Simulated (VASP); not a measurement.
SrO:

```xyz
2
Lattice="0.0000 2.5698 2.5698 2.5698 0.0000 2.5698 2.5698 2.5698 0.0000" Properties=species:S:1:pos:R:3 pbc="T T T"
Sr    0.0000    0.0000    0.0000
O     2.5698    2.5698    2.5698
```

Base run:

- Program: VASP 6.6.1
- Functional: PBE
- Potentials or basis: VASP PAW PBE potentials, release 64 (Sr_sv, O)
- Cutoff: 600 eV
- k mesh: 8 × 8 × 8
- Occupations: fermi-dirac, width 0.03 eV
- Spin: no spin polarisation

Its results: band gap on the k mesh 3.27 eV, indirect (least direct gap 3.35 eV); pressure 3.4 GPa.

Question: After a change of settings the same cell gave: band gap on the k mesh 3.74 eV, indirect (least direct gap 3.83 eV); pressure 1.6 GPa. Which change was it?
A. cutoff from 600 eV to 520 eV; k mesh from 8 × 8 × 8 to 6 × 6 × 6; further incar settings from ALGO = Normal; EDIFF = 1e-06; NBANDS = 15 to ALGO = Normal; EDIFF = 1e-08; NBANDS = 15
B. cutoff from 600 eV to 520 eV; k mesh from 8 × 8 × 8 to 11 × 11 × 11; further incar settings from ALGO = Normal; EDIFF = 1e-06; NBANDS = 15 to ALGO = Normal; EDIFF = 1e-08; NBANDS = 15
C. cutoff from 600 eV to 520 eV; k mesh from 8 × 8 × 8 to 11 × 11 × 11
D. functional from PBE to r2SCAN; cutoff from 600 eV to 660 eV

Answer: D.

r2SCAN gives the wider gap, since meta-GGAs in the generalised Kohn-Sham scheme recover part of the derivative discontinuity.

Caveats: the PAW data sets were made with another functional, which shifts forces and pressure a little (some runs).
